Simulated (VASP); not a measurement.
The system is TiO2.

```
Ti O
1.0
    -1.89127    1.89127    4.80751
     1.89127   -1.89127    4.80751
     1.89127    1.89127   -4.80751
Ti O
2 4
Direct
  0.00000 0.00000 0.00000
  0.75000 0.25000 0.50000
  0.95715 0.45715 0.50000
  0.20715 0.20715 0.00000
  0.54285 0.04285 0.50000
  0.79285 0.79285 0.00000
```

* Program: VASP 6.6.1
* Task: relaxation of cell and atoms
* Functional: PBE
* Potentials or basis: VASP PAW PBE potentials, release 64 (Ti_sv, O)
* Cutoff: 600 eV
* k mesh: 8 × 8 × 8
* Occupations: gaussian, width 0.02 eV
* Spin: no spin polarisation
* Hubbard terms: Ti d U = 4.0 eV

At the start: pressure 11.2 GPa; volume 11.46 Å³/atom.

Q: Where does the relaxation end?

A: Over 10 steps the energy falls by 20.3 meV/atom and the volume is 12.07 Å³/atom (+5.3 %); space group I4_1/amd (No. 141, to 0.1 Å) before and after.

The path:
| step | energy change (eV) | largest force (eV/Å) | pressure (GPa) | volume (Å³) |
| --- | --- | --- | --- | --- |
| 1 | 0.0000 | 0.1632 | 11.16 | 68.78 |
| 2 | 0.0589 | 0.4583 | -11.18 | 77.04 |
| 3 | -0.1190 | 0.1351 | -0.13 | 72.35 |
| 4 | -0.1191 | 0.1295 | 0.07 | 72.27 |
| 5 | -0.1220 | 0.0113 | 0.11 | 72.37 |
| 6 | -0.1220 | 0.0037 | 0.09 | 72.36 |
| 7 | -0.1220 | 0.0064 | 0.10 | 72.36 |
| 8 | -0.1221 | 0.0103 | -0.08 | 72.43 |
| 9 | -0.1221 | 0.0091 | -0.03 | 72.41 |
| 10 | -0.1221 | 0.0047 | -0.02 | 72.41 |

Final structure:
```yaml
crystal:
  lattice:
    - [-1.92920, 1.92920, 4.86420]
    - [1.92920, -1.92920, 4.86420]
    - [1.92920, 1.92920, -4.86420]
  atoms:
    - { symbol: Ti, position: [0.00000, 0.00000, 0.00000] }
    - { symbol: Ti, position: [0.75000, 0.25000, 0.50000] }
    - { symbol: O, position: [0.95697, 0.45697, 0.50000] }
    - { symbol: O, position: [0.20697, 0.20697, 0.00000] }
    - { symbol: O, position: [0.54303, 0.04303, 0.50000] }
    - { symbol: O, position: [0.79303, 0.79303, 0.00000] }
```
